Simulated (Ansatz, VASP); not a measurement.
# AlN: VASP beside Ansatz

```xyz
2
Lattice="1.4401 0.8315 2.3515 -1.4401 0.8315 2.3515 0.0000 -1.6629 2.3515" Properties=species:S:1:pos:R:3 pbc="T T T"
Al    0.0000    0.0000    0.0000
N     0.0000    0.0000    3.5272
```

Change from the starting cell: species swapped into the CrN type (R-3m, No. 166).

Alike in both runs: functional PBE; k mesh 5 × 5 × 5; occupations gaussian, width 0.15 eV; no spin polarisation.

Ansatz relaxed the structure, and its values are those at the end. VASP's run is a single point on that final structure, the one shown.

|  | VASP | Ansatz |
| --- | --- | --- |
| version | VASP 6.6.1 | Ansatz 0.2.0 |
| potentials or method | VASP PAW PBE potentials, release 64 (Al, N), cutoff 600 eV | scalar-relativistic, plane waves, PAW |
| valence electrons in the cell | 8 | 8 |

VASP gave:

| Property | Result |
| --- | --- |
| gap on the k mesh at the Fermi level (eV) | 4.99 |
| least direct gap on the mesh (eV) | 5.36 |
| pressure (GPa) | -0.9 |

**Question.** What did Ansatz give for the same quantities?

**Answer.** gap on the k mesh at the Fermi level (eV): 5.02; least direct gap on the mesh (eV): 5.35; pressure (GPa): -0.5.

The functional is the same, so the differences come from potentials, cutoffs and numerics.

The k mesh is coarse, so the values compare programs but aren't converged.
